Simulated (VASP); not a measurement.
Here is a VASP 6.6.1 calculation.

File INCAR:

```
PREC     = Accurate       # precision mode
ENCUT    = 600            # plane-wave cutoff, eV
EDIFF    = 1E-6           # SCF threshold, eV
ISMEAR   = 0              # smearing method
SIGMA    = 0.02           # smearing width, eV
LREAL    = False          # projectors in reciprocal space
LASPH    = True           # aspherical terms in the spheres
NELM     = 120            # most SCF steps
ALGO     = Normal         # electronic algorithm
ISIF     = 2              # what is computed and relaxed
LWAVE    = False          # write WAVECAR
LCHARG   = False          # write CHGCAR
GGA      = PE             # functional
NBANDS   = 11             # bands
GGA_COMPAT= False
```

File KPOINTS:

```
Automatic mesh
0
Gamma
  10 10 10
```

POSCAR

```
SiC
1.0
    0.0000000000      2.1898716561      2.1898716561
    2.1898716561      0.0000000000      2.1898716561
    2.1898716561      2.1898716561      0.0000000000
Si C
1 1
Direct
    0.7500000000      0.7500000000      0.7500000000
    0.0000000000      0.0000000000      0.0000000000
```

Potentials or basis: VASP PAW PBE potentials, release 64 (Si, C).

Launch:

```console
$ cat potpaw_PBE.64/Si/POTCAR potpaw_PBE.64/C/POTCAR > POTCAR
$ mpirun -np 1 vasp_std > vasp.out
```

(1) Estimate the band gap on the k mesh.

(2) What does it give for the pressure?

## Answers

(1) 1.37 eV, indirect (least direct gap 4.53 eV).

(2) -0.2 GPa.
